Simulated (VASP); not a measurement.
# ScAl3 (Amm2) in VASP: a series of runs

The runs below take ScAl3 through single point, with PBE.

Program: VASP 6.6.1. These are calculated values, not measurements. Logs are shortened: lines on timing, memory, paths and dates and some standing lists are left out, and cuts for length are marked.

### Step 1. The cell of the first run

Symmetry: Amm2, No. 38, orthorhombic system. The conventional cell has a = 4.105 Å, b = 5.806 Å, c = 5.806 Å, α = 90.00°, β = 90.00°, γ = 90.00°. Within 3.7 Å of Sc (site symmetry mm2) lie 12 Al at 2.79 to 3.02 Å. Within 3.8 Å of Al (site symmetry m) lie 4 Sc at 2.85 to 2.96 Å and 8 Al at 2.90 Å. Within 3.7 Å of Al (site symmetry mm2) lie 4 Sc at 2.79 to 3.02 Å and 8 Al at 2.90 Å.

### Step 2. Single point, PBE (all Al atoms moved +0.113 Å, as atom 2 along Cartesian [1 1 0])

INCAR reads:

```
PREC = Accurate
ENCUT = 520
EDIFF = 1E-6
ISMEAR = 0
SIGMA = 0.15
LREAL = F
LASPH = T
NELM = 100
ALGO = Fast
ISIF = 2
LWAVE = F
LCHARG = F
GGA = PE
NBANDS = 18
```

KPOINTS reads:

```
regular mesh
0
Gamma
  12 12 12
```

POSCAR reads:

```
ScAl3
1.0
    4.1053305968      0.0000000000      0.0000000000
    0.0000000000      4.1053305968      0.0000000000
    0.0000000000      0.0000000000      4.1053305968
Sc Al
1 3
Direct
    0.0000000000      0.0000000000      0.0000000000
    0.5193771271      0.0193771271      0.5000000000
    0.0193771271      0.5193771271      0.5000000000
    0.5193771271      0.5193771271      0.0000000000
```

Potentials or basis: VASP PAW PBE potentials, release 64 (Sc_sv, Al).

Command:

```console
$ cat potpaw_PBE.64/Sc_sv/POTCAR potpaw_PBE.64/Al/POTCAR > POTCAR
$ mpirun -np 1 vasp_std > vasp.out
```

OUTCAR:

```text
PREC = Accurate
   ENCUT = 520
   EDIFF = 1E-6
   ISMEAR = 0
   LREAL = F
   LASPH = T
   NELM = 100
   ISIF = 2
   GGA = PE

 ion  position               nearest neighbor table
   1  0.000  0.000  0.000-   4 2.79   3 2.85   2 2.85   2 2.85   3 2.85   4 2.91   4 2.91   3 2.96
                             2 2.96   3 2.96   2 2.96   4 3.02
   2  0.519  0.019  0.500-   1 2.85   1 2.85   4 2.90   3 2.90   4 2.90   3 2.90   4 2.90   4 2.90
                             3 2.90   3 2.90   1 2.96   1 2.96
   3  0.019  0.519  0.500-   1 2.85   1 2.85   4 2.90   2 2.90   4 2.90   2 2.90   2 2.90   4 2.90
                             4 2.90   2 2.90   1 2.96   1 2.96
   4  0.519  0.519  0.000-   1 2.79   2 2.90   3 2.90   2 2.90   3 2.90   2 2.90   2 2.90   3 2.90
                             3 2.90   1 2.91   1 2.91   1 3.02

  LATTYP: Found a simple cubic cell.
 ALAT       =     4.1053305968

  Lattice vectors:

 A1 = (   4.1053305968,   0.0000000000,   0.0000000000)
 A2 = (   0.0000000000,   4.1053305968,   0.0000000000)
 A3 = (   0.0000000000,   0.0000000000,   4.1053305968)

Analysis of symmetry for initial positions (statically):
=====================================================================
 Subroutine PRICEL returns:
 Original cell was already a primitive cell.

 Routine SETGRP: Setting up the symmetry group for a
 simple cubic supercell.

 Subroutine GETGRP returns: Found  4 space group operations
 (whereof  4 operations were pure point group operations)
 out of a pool of 48 trial point group operations.

The static configuration has the point symmetry C_2v.

Analysis of symmetry for dynamics (positions and initial velocities):
=====================================================================
 Subroutine PRICEL returns:
 Original cell was already a primitive cell.

 Routine SETGRP: Setting up the symmetry group for a
 simple cubic supercell.

 Subroutine GETGRP returns: Found  4 space group operations
 (whereof  4 operations were pure point group operations)
 out of a pool of 48 trial point group operations.

The dynamic configuration has the point symmetry C_2v.

 Subroutine INISYM returns: Found  4 space group operations
 (whereof  4 operations are pure point group operations),
 and found     1 'primitive' translations

----------------------------------------------------------------------------------------

                                     Primitive cell

  volume of cell :      69.1902

  direct lattice vectors                    reciprocal lattice vectors
     4.105330597  0.000000000  0.000000000     0.243585742  0.000000000  0.000000000
     0.000000000  4.105330597  0.000000000     0.000000000  0.243585742  0.000000000
     0.000000000  0.000000000  4.105330597     0.000000000  0.000000000  0.243585742

  length of vectors
     4.105330597  4.105330597  4.105330597     0.243585742  0.243585742  0.243585742

  position of ions in fractional coordinates (direct lattice)
     0.000000000  0.000000000  0.000000000
     0.519377127  0.019377127  0.500000000
     0.019377127  0.519377127  0.500000000
     0.519377127  0.519377127  0.000000000

  ion indices of the primitive-cell ions
   primitive index   ion index
                 1           1
                 2           2
                 3           3
                 4           4

----------------------------------------------------------------------------------------

 KPOINTS: regular mesh

Automatic generation of k-mesh.
 Grid dimensions read from file:
 generate k-points for:   12   12   12

 Generating k-lattice:

  Cartesian coordinates                     Fractional coordinates (reciprocal lattice)
     0.020298812  0.000000000  0.000000000     0.083333333  0.000000000  0.000000000
     0.000000000  0.020298812  0.000000000     0.000000000  0.083333333  0.000000000
     0.000000000  0.000000000  0.020298812     0.000000000  0.000000000  0.083333333

  Length of vectors
     0.020298812  0.020298812  0.020298812

  Shift w.r.t. Gamma in fractional coordinates (k-lattice)
     0.000000000  0.000000000  0.000000000

 Subroutine IBZKPT returns following result:
 ===========================================

 Found    301 irreducible k-points:

 Following reciprocal coordinates:
            Coordinates               Weight
  0.000000  0.000000  0.000000      1.000000
  0.083333  0.000000  0.000000      4.000000
  0.000000  0.000000  0.083333      2.000000
  0.166667  0.000000  0.000000      4.000000
  0.000000  0.000000  0.166667      2.000000
  0.250000  0.000000  0.000000      4.000000
[... 16 lines left out ...]
  0.083333  0.000000  0.250000      8.000000
 -0.083333  0.250000  0.000000      4.000000
 [... further k-points ...]
   k-points           NKPTS =    301   k-points in BZ     NKDIM =    301   number of bands    NBANDS=     18
   number of dos      NEDOS =    301   number of ions     NIONS =      4
   total plane-waves  NPLWV =  32768
   dimension x,y,z NGX =    32 NGY =   32 NGZ =   32
   dimension x,y,z NGXF=    64 NGYF=   64 NGZF=   64
   ions per type =               1   3
   NGX,Y,Z   is equivalent  to a cutoff of  12.96, 12.96, 12.96 a.u.
   NGXF,Y,Z  is equivalent  to a cutoff of  25.92, 25.92, 25.92 a.u.
 SYSTEM =  unknown system
   PREC   = accura    normal or accurate (medium, high low for compatibility)
   ISTART =      0    job   : 0-new  1-cont  2-samecut
   ICHARG =      2    charge: 1-file 2-atom 10-const
   ISPIN  =      1    spin polarized calculation?
   LNONCOLLINEAR =      F non collinear calculations
   LSORBIT =      F    spin-orbit coupling
   LASPH  =      T    aspherical Exc in radial PAW
   ENCUT  =  520.0 eV  38.22 Ry    6.18 a.u.   7.63  7.63  7.63*2*pi/ulx,y,z
   NELM   =    100;   NELMIN=  2; NELMDL= -5     # of ELM steps
   EDIFF  = 0.1E-05   stopping-criterion for ELM
   LREAL  =      F    real-space projection
   EDIFFG = 0.1E-04   stopping-criterion for IOM
   NSW    =      0    number of steps for IOM
   IBRION =     -1    ionic relax: 0-MD 1-quasi-New 2-CG
   NFREE  =      0    steps in history (QN), initial steepest desc. (CG)
   ISIF   =      2    stress and relaxation
   ISYM   =      2    0-nonsym 1-usesym 2-fastsym
   POTIM  = 0.5000    time-step for ionic-motion
   TEBEG  =    0.0;   TEEND  =   0.0 temperature during run
   PSTRESS=    0.0 pullay stress
   NELECT =      20.0000    total number of electrons
   NUPDOWN=      -1.0000    fix difference up-down
   EMIN   =  10.00;   EMAX   =-10.00  energy-range for DOS
   EFERMI =   0.00;   METHOD = LEGACY
   ISMEAR =     0;   SIGMA  =   0.15  broadening in eV -4-tet -1-fermi 0-gaus
   EFERMI_NEDOS =   21; number of points for ismear=-14 and -15
   IALGO  =     68    algorithm
   IMIX   =      4    mixing-type and parameters
     AMIX     =   0.40;   BMIX     =  1.00
     AMIX_MAG =   1.60;   BMIX_MAG =  1.00
  volume/ion in A,a.u.               =      17.30       116.73
  Fermi-wavevector in a.u.,A,eV,Ry     =   1.082439  2.045513 15.941590  1.171674
  Thomas-Fermi vector in A             =   2.218480
   LORBIT       =      0    0 simple, 1 ext, 2 COOP (PROOUT), +10 PAW based schemes
   GGA     = PE    functional components
   LHFCALC =     F    Hartree Fock is set to
   AEXX    =    0.0000 exact exchange contribution
   IVDW    =     0    specifies the selected vdW correction
   LEPSILON=     F    determine dielectric tensor
   LRPA    =     F    only Hartree local field effects (RPA)
 non-spin polarized calculation
 RMM-DIIS sequential band-by-band and
 Gauss-broadening in eV      SIGMA  =   0.15
  energy-cutoff  :      520.00
  volume of cell :       69.19
 maximum number of plane-waves:      1888
   NGX = 15   NGY = 15   NGZ = 15

 number of electron      19.9999997 magnetization

 Free energy of the ion-electron system (eV)
  ---------------------------------------------------
  ext. energy  EPLUGINS =         0.00000000
  ---------------------------------------------------
  free energy    TOTEN  =       -19.24728999 eV

  energy without entropy =      -19.23217797  energy(sigma->0) =      -19.23973398

 E-fermi :   7.1720     XC(G=0): -10.3652

 val. band max:        7.1475930862   @ k =   0.2500   0.0833   0.0000
 cond. band min:       7.1764082044   @ k =   0.3333   0.2500   0.0000
 fundamental gap:      0.0288151182
 Fermi energy:         7.1720418207

 k-point     1 :       0.0000    0.0000    0.0000
  band No.  band energies     occupation
      1     -41.8536      2.00000
      2     -20.5556      2.00000
      3     -20.5541      2.00000
      4     -20.5525      2.00000
      5      -2.8049      2.00000
      6       4.5405      2.00000
[... 10 lines left out ...]
     17      12.4112      0.00000
     18      12.5054      0.00000

 k-point     2 :       0.0833    0.0000    0.0000
  band No.  band energies     occupation
      1     -41.8536      2.00000
      2     -20.5570      2.00000
      3     -20.5539      2.00000
      4     -20.5531      2.00000
      5      -2.7415      2.00000
      6       3.9518      2.00000
[... 10 lines left out ...]
     17      12.4648      0.00000
     18      12.5517      0.00000

 k-point     3 :       0.0000    0.0000    0.0833
  band No.  band energies     occupation
      1     -41.8536      2.00000
      2     -20.5561      2.00000
      3     -20.5555      2.00000
      4     -20.5524      2.00000
      5      -2.7415      2.00000
      6       3.9515      2.00000
[... 10 lines left out ...]
     17      12.4981      0.00000
     18      12.5902      0.00000

 k-point     4 :       0.1667    0.0000    0.0000
  band No.  band energies     occupation
      1     -41.8533      2.00000
      2     -20.5620      2.00000
      3     -20.5535      2.00000
      4     -20.5532      2.00000
      5      -2.5525      2.00000
      6       3.0135      2.00000
[... 375 lines left out ...]
      4     -20.5526      2.00000
      5      -2.1812      2.00000
      6       2.1025      2.00000
[... 10 lines left out ...]
     17      12.0504      0.00000
     18      12.8262      0.00000

 k-point    23 :       0.0833    0.0000    0.2500
  band No.  band energies     occupation
      1     -41.8529      2.00000
      2     -20.5691      2.00000
      3     -20.5557      2.00000
      4     -20.5519      2.00000
      5      -2.1811      2.00000
      6       2.1028      2.00000
[... 10 lines left out ...]
     17      12.0625      0.00000
     18      13.0116      0.00000

 k-point    24 :      -0.0833    0.2500    0.0000
  band No.  band energies     occupation
      1     -41.8529      2.00000
      2     -20.5692      2.00000
      3     -20.5548      2.00000
      4     -20.5527      2.00000
      5      -2.1812      2.00000
      6       2.1026      2.00000
[... 10 lines left out ...]
     17      12.0241      0.00000
     18      12.8856      0.00000

 [... further k-points ...]

------------------------ aborting loop because EDIFF is reached ----------------------------------------

  FORCE on cell =-STRESS in cart. coord.  units (eV):
  Direction    XX          YY          ZZ          XY          YZ          ZX
  --------------------------------------------------------------------------------------
  -------------------------------------------------------------------------------------
  Total        0.1746884      0.1746884      0.1594816      0.0934480      0.0000000      0.0000000
  in kB        4.0451082      4.0451082      3.6929793      2.1638946      0.0000000      0.0000000
  external PRESSURE =       3.9277319 kB  Pullay stress =       0.0000000 kB

 VOLUME and BASIS-vectors are now :
 -----------------------------------------------------------------------------
  energy-cutoff  :      520.00
  volume of cell :       69.19
      direct lattice vectors                 reciprocal lattice vectors
     4.105330597  0.000000000  0.000000000     0.243585742  0.000000000  0.000000000
     0.000000000  4.105330597  0.000000000     0.000000000  0.243585742  0.000000000
     0.000000000  0.000000000  4.105330597     0.000000000  0.000000000  0.243585742

 POSITION                                       TOTAL-FORCE (eV/Angst)
 -----------------------------------------------------------------------------------
      0.00000      0.00000      0.00000         0.750425      0.750425      0.000000
      2.13221      0.07955      2.05267        -0.335324     -0.071169      0.000000
      0.07955      2.13221      2.05267        -0.071169     -0.335324      0.000000
      2.13221      2.13221      0.00000        -0.343932     -0.343932      0.000000
 -----------------------------------------------------------------------------------
    total drift:                               -0.001628     -0.001628     -0.000000

  FREE ENERGIE OF THE ION-ELECTRON SYSTEM (eV)
  ---------------------------------------------------
  free  energy   TOTEN  =       -19.2472899851 eV

  energy  without entropy=      -19.2321779715  energy(sigma->0) =      -19.23973398
```

Run time: 2.3 min. Hardware: 1 thread of Intel Xeon 6975P-C (Granite Rapids), shared host; peak memory 0.45 GiB.

Results:

| Quantity | Value |
| --- | --- |
| Free energy | -19.2473 eV |
| Pressure | 0.4 GPa |
| Largest force | 1.061 eV/Å |
| Band gap on the k mesh | zero (bands 10 and 11 overlap by 3.84 eV) |

Forces on the atoms (eV/Å):
```
Sc   0.750  0.750  0.000
Al  -0.335 -0.071  0.000
Al  -0.071 -0.335  0.000
Al  -0.344 -0.344  0.000
```

Stress tensor (GPa, compression positive):
```
0.40 0.22 0.00
0.22 0.40 0.00
0.00 0.00 0.37
```

Caveat: the cell differs from its parent crystal (all Al atoms moved +0.113 Å, as atom 2 along Cartesian [1 1 0]); forces of over 1 eV/Å act on the atoms, so gaps and moduli don't describe the material at rest.

[end of part 1 of 2]
